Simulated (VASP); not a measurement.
Wanted: the native input for a VASP 6.6.1 run.

```yaml
Task: relaxation of cell and atoms
Functional: r2SCAN
Potentials_or_basis: VASP PAW PBE potentials, release 64 (Mg, O)
Cutoff: 600 eV
k_mesh: 10 × 10 × 10
Occupations: gaussian, width 0.01 eV
Spin: no spin polarisation
Target_pressure: 7 GPa
Dipole_correction: no
Further_INCAR_settings: ALGO = Normal; EDIFF = 1e-07; IBRION = 2; EDIFFG = -0.002; NSW = 100; ISIF = 3
```

Crystal: MgO.

```xyz
2
Lattice="2.1022 2.1022 0.0000 -2.1022 2.1022 0.0000 0.0000 2.1022 2.1022" Properties=species:S:1:pos:R:3 pbc="T T T"
Mg    0.0000    0.0000    0.0000
O     0.0000    2.1022    0.0000
```

The input as run:

POSCAR

```
MgO
1.0
    2.1021675162      2.1021675162      0.0000000000
   -2.1021675162      2.1021675162      0.0000000000
    0.0000000000      2.1021675162      2.1021675162
Mg O
1 1
Direct
    0.0000000000      0.0000000000      0.0000000000
    0.5000000000      0.5000000000      0.0000000000
```

INCAR.step1

```
SYSTEM = MgO
PREC = Accurate
ENCUT = 600
ISMEAR = 0
SIGMA = 0.01
LREAL = .False.
LASPH = .True.
NELM = 60
GGA = PE
ALGO = Normal
EDIFF = 1E-4
LWAVE = .True.
LCHARG = .False.
```

INCAR.step2

```
SYSTEM = MgO
PREC = Accurate
ENCUT = 600
EDIFF = 1E-7
ISMEAR = 0
SIGMA = 0.01
LREAL = .False.
LASPH = .True.
NELM = 60
ALGO = Normal
ISIF = 3
LWAVE = .False.
LCHARG = .False.
METAGGA = R2SCAN
LMIXTAU = .True.
IBRION = 2
NSW = 100
EDIFFG = -0.002
PSTRESS = 70.0
ISTART = 1
```

KPOINTS

```
regular mesh
0
Gamma
  10 10 10
  0 0 0
```

Potentials or basis: VASP PAW PBE potentials, release 64 (Mg, O).

Run with:

```bash
$ cat potpaw_PBE.64/Mg/POTCAR potpaw_PBE.64/O/POTCAR > POTCAR
$ cp INCAR.step1 INCAR
$ mpirun -np 1 vasp_std > vasp.out
$ cp INCAR.step2 INCAR
$ mpirun -np 1 vasp_std > vasp.out
```

It gave:

The relaxed volume is 8.87 Å³/atom and the relaxed cell is a = 2.928 Å, b = 2.928 Å, c = 2.928 Å, α = 60.00°, β = 60.00°, γ = 90.00°. The space group after relaxing (to 0.1 Å) is Fm-3m (No. 225), the energy change on relaxing (the run minimises the enthalpy) is +6.9 meV/atom and the ionic steps are 3. The pressure after relaxing is 7.0 GPa and the band gap on the k mesh is 6.15 eV.

Caveat: the cell is relaxed towards a set pressure, so the run minimises the enthalpy, not the energy; the PAW data sets were made with another functional, which shifts forces and pressure a little.

Run time: 76 s on 1 thread of Intel Xeon 8259CL, on a shared host, peak memory 0.16 GiB.
